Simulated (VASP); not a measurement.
Set up this calculation in VASP 6.6.1, as the native input.

| Item | Value |
| --- | --- |
| Task | single point |
| Functional | LDA |
| Potentials or basis | VASP PAW LDA potentials, release 64 (C_h) |
| Cutoff | 910 eV |
| k mesh | 12 × 12 × 12 |
| Occupations | gaussian, width 0.05 eV |
| Spin | no spin polarisation |
| Dipole correction | no |
| Second run | hard_potentials |
| Further INCAR settings | ALGO = Normal; EDIFF = 1e-06; NBANDS = 11 |

The structure of C lies in POSCAR:

```
C
1.0
    0.0000000000      1.6685633040      1.8824731196
    1.6685633040      0.0000000000      1.8824731196
    1.6685633040      1.6685633040      0.0000000000
C
2
Direct
    0.5000000000      0.5000000000      0.5000000000
    0.7500000000      0.7500000000      0.7500000000
```

This cell differs from its parent crystal: volume 5.241 Å^3 an atom, c/a of the conventional cell 1.1282.

The input as run:

INCAR

```
PREC = Accurate ; ENCUT = 910
EDIFF = 1E-6 ; ISMEAR = 0
SIGMA = 0.05 ; LREAL = F
LASPH = T ; NELM = 120
ALGO = Normal ; ISIF = 2
LWAVE = F ; LCHARG = F
NBANDS = 11 ; GGA_COMPAT = F
```

KPOINTS

```
regular mesh
0
Gamma
  12 12 12
```

Potentials or basis: VASP PAW LDA potentials, release 64 (C_h).

The run is started by

```bash
$ cat potpaw_LDA.64/C_h/POTCAR > POTCAR
$ mpirun -np 1 vasp_std > vasp.out
```

Results of the run:

* Pressure: 26.3 GPa
* Band gap on the k mesh: 2.74 eV, indirect (least direct gap 4.68 eV)

Caveat: the cutoff is under 1.25 times the usual one of these potentials, so pressure, stress and relaxed cells hold a basis-set (Pulay) error.

Run time: 13 s on 1 thread of Intel(R) Xeon(R) 6975P-C (Granite Rapids), with other jobs on the host, peak memory 0.15 GiB.
